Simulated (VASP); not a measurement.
# C2SeN2 (P1) in VASP: further runs, part 2 of 2

VASP 6.6.1. The steps go on from the part before.

**4. Single point, PBE+D3(BJ)**

Contents of INCAR:

```
SYSTEM = C2SeN2
ALGO     = Normal         ! electronic algorithm
EDIFF    = 1E-6           ! SCF threshold, eV
ENCUT    = 520            ! plane-wave cutoff, eV
GGA      = PE             ! functional
ISIF     = 2              ! what is computed and relaxed
ISMEAR   = -1             ! smearing method
IVDW     = 12             ! dispersion correction
LASPH    = .TRUE.         ! aspherical terms in the spheres
LCHARG   = .FALSE.        ! write CHGCAR
LREAL    = Auto         
LWAVE    = .FALSE.        ! write WAVECAR
NBANDS   = 64             ! bands
NELM     = 100            ! most SCF steps
PREC     = Accurate       ! precision mode
SIGMA    = 0.1293         ! smearing width, eV
```

Contents of KPOINTS:

```
Automatic mesh
0
Gamma
  2 2 1
  0.5 0.5 0
```

Contents of POSCAR:

```
C2SeN2
1.0
    4.5559792046     -3.7237210199      0.0000000000
    4.5559792046      3.7237210199      0.0000000000
    0.0000000000      0.0000000000     13.4762268848
C Se N
8 4 8
Direct
    1.0277518109      0.3366444518      0.6397325508
    0.1550737298      1.0383568711      0.3054846164
    0.7042560303      0.5670430121      0.1284738684
    0.4516365514      0.8611999940      0.8878494776
   -0.0920876868      0.7786711543      0.3877825036
    0.6583083506      0.1803925802      0.6287827500
    0.1269950239      0.5375582728      0.8964057301
    0.4604679332      0.2607574834      0.0665232938
    0.7207402499      0.4865927411      0.6416196517
    0.2296208507      0.7578011278      0.3728253496
    0.7618387687      0.2544983988      0.0995239255
    0.2136478395      0.7771049268      0.9618563943
    0.2218268775      0.2999597447      0.6588052484
    0.0551188288      0.2212674196      0.2910366554
    0.6478682336      0.7441659955      0.1671703081
    0.5711848592      0.9426697241      0.8324329277
    0.7174550489      0.8420983821      0.4170947141
    0.6365032685      0.9753712968      0.6282429847
    0.1428699786      0.3588662887      0.8596826915
    0.2625194457      0.2520151679      0.0480167784
```

Potentials or basis: VASP PAW PBE potentials, release 64 (C, Se, N).

Launch:

```sh
> cat potpaw_PBE.64/C/POTCAR potpaw_PBE.64/Se/POTCAR potpaw_PBE.64/N/POTCAR > POTCAR
> mpirun -np 1 vasp_std > vasp.out
```

OUTCAR:

```text
SYSTEM = C2SeN2
   EDIFF = 1E-6
   ENCUT = 520
   GGA = PE
   ISIF = 2
   ISMEAR = -1
   IVDW = 12
   LASPH = .TRUE.
   LREAL = Auto
   NELM = 100
   PREC = Accurate
 IVDW          = 12

 ion  position               nearest neighbor table
   1  0.028  0.337  0.640-  13 1.15   9 1.85
   2  0.155  0.038  0.305-  14 1.14  10 1.86
   3  0.704  0.567  0.128-  15 1.15  11 1.84
   4  0.452  0.861  0.888-  16 1.19  12 1.86
   5  0.908  0.779  0.388-  17 1.18  10 1.88
   6  0.658  0.180  0.629-  18 1.24   9 1.92
   7  0.127  0.538  0.896-  19 1.15  12 1.82
   8  0.460  0.261  0.067-  20 1.20  11 1.82
   9  0.721  0.487  0.642-   1 1.85   6 1.92
  10  0.230  0.758  0.373-   2 1.86   5 1.88
  11  0.762  0.254  0.100-   8 1.82   3 1.84
  12  0.214  0.777  0.962-   7 1.82   4 1.86
  13  0.222  0.300  0.659-   1 1.15
  14  0.055  0.221  0.291-   2 1.14
  15  0.648  0.744  0.167-   3 1.15
  16  0.571  0.943  0.832-   4 1.19
  17  0.717  0.842  0.417-   5 1.18
  18  0.637  0.975  0.628-   6 1.24
[... 215 lines left out ...]
      6     -18.5276      2.00000
[... 52 lines left out ...]
     59       3.1494      0.00000
     60       3.2462      0.00000

 k-point     2 :      -0.2500    0.2500    0.0000
  band No.  band energies     occupation
      1     -19.4357      2.00000
      2     -19.3667      2.00000
      3     -19.0010      2.00000
      4     -18.7145      2.00000
      5     -18.6345      2.00000
      6     -18.5237      2.00000
[... 52 lines left out ...]
     59       3.1412      0.00000
     60       3.2981      0.00000
 [bands above 60 left out]

------------------------ aborting loop because EDIFF is reached ----------------------------------------

 Edisp (eV)   -2.04632

 E8    (eV) :    -0.6400

  FORCE on cell =-STRESS in cart. coord.  units (eV):
  Direction    XX          YY          ZZ          XY          YZ          ZX
  --------------------------------------------------------------------------------------
  -------------------------------------------------------------------------------------
  Total      -4.84199     7.45859     3.74881     0.27149     0.10407     2.62759
  in kB     -16.96590    26.13425    13.13551     0.95128     0.36466     9.20686
  external pressure =        7.43 kB  Pullay stress =        0.00 kB

 VOLUME and BASIS-vectors are now :
 -----------------------------------------------------------------------------
  energy-cutoff  :      520.00
  volume of cell :      457.25
      direct lattice vectors                 reciprocal lattice vectors
     4.555979205 -3.723721020  0.000000000     0.109745892 -0.134274291  0.000000000
     4.555979205  3.723721020  0.000000000     0.109745892  0.134274291  0.000000000
     0.000000000  0.000000000 13.476226885     0.000000000  0.000000000  0.074204747

 POSITION                                       TOTAL-FORCE (eV/Angst)
 -----------------------------------------------------------------------------------
      1.66018      1.15023      8.62118        -0.749016      2.352959     -0.115218
      0.88127     -0.43462      4.11678        -1.469713     -3.631356      1.632243
      5.79201     -0.51094      1.73134        -1.228664     -1.330824     -0.291245
      5.98126      1.52510     11.96486         0.558234     -0.007002     -1.820051
      7.68404     -0.48126      5.22585         0.186889      0.509699      0.763955
      3.82110     -1.77962      8.47362        -4.753691     -3.346375      0.145265
[... 12 lines left out ...]
      2.28590      0.80431     11.58528        -2.317834     -0.976956     -1.300133
      2.34421     -0.03912      0.64708         2.407179     -2.263436      1.328566
 -----------------------------------------------------------------------------------
    total drift:                                0.013602      0.019623      0.008946

  FREE ENERGIE OF THE ION-ELECTRON SYSTEM (eV)
  ---------------------------------------------------
  free  energy   TOTEN  =      -139.5996127639 eV

  energy  without entropy=     -139.5994235076  energy(sigma->0) =     -139.59951814
```

stdout:

```text
POSCAR found type information on POSCAR C SeN
 POSCAR found :  3 types and      20 ions
 scaLAPACK will be used
 LDA part: xc-table for (Slater+PW92), standard interpolation
 POSCAR, INCAR and KPOINTS ok, starting setup
 FFT: planning ... GRIDC
 FFT: planning ... GRID_SOFT
 FFT: planning ... GRID
 WAVECAR not read
 entering main loop
```

It took 1.7 min on 1 thread of AMD EPYC 9R45 (Zen 5), shared host; peak memory 0.47 GiB.

What came out:

- Free energy: -139.5996 eV
- Pressure: 0.7 GPa
- Largest force: 6.301 eV/Å
- Band gap on the k mesh: 2.67 eV
- Dispersion energy per atom: -0.102 eV

Forces on the atoms (eV/Å):
```
C   -0.749  2.353 -0.115
C   -1.470 -3.631  1.632
C   -1.229 -1.331 -0.291
C    0.558 -0.007 -1.820
C    0.187  0.510  0.764
C   -4.754 -3.346  0.145
C    2.179  0.558  0.112
C   -3.056  2.284 -0.537
Se  -1.528 -0.437 -0.416
Se  -0.320 -0.199 -0.317
Se   0.248 -0.713 -0.251
Se   0.899  1.137  1.086
N    1.574 -1.645  0.128
N    1.923  3.850 -1.402
N    1.421  1.614  0.496
N   -1.234 -0.166  1.722
N   -0.231 -0.671 -0.747
N    5.491  3.082 -0.218
N   -2.318 -0.977 -1.300
N    2.407 -2.263  1.329
```

Caveat: the k points lie up to 0.54 Å⁻¹ apart; the atoms stand as in a frame of molecular dynamics; a shifted mesh leaves out Γ, where band edges can lie; forces of over 1 eV/Å act on the atoms, so gaps and moduli don't describe the material at rest. A k mesh can miss the band edges.

**5. The runs side by side**

```tsv
cell	gap on the mesh (eV)	pressure (GPa)	largest force (eV/Å)
as given, atomic positions A	2.48	1.2	5.15
as given, atomic positions B	2.28	1.5	10.83
as given, atomic positions C	2.67	0.7	6.30
```

Alike in all rows: task single point; level PBE+D3(BJ); potentials or basis VASP PAW PBE potentials, release 64 (C, Se, N); no spin polarisation; k mesh 2 × 2 × 1, shifted; cutoff (eV) 520; smearing fermi-dirac 0.1293 eV.

Caveats: all runs use coarse meshes; the atoms stand as in a frame of molecular dynamics; a shifted mesh leaves out Γ, where band edges can lie; forces of over 1 eV/Å act on the atoms, so gaps and moduli don't describe the material at rest.

Total energies depend on the potentials used, so only differences within one code and one set of settings carry meaning.
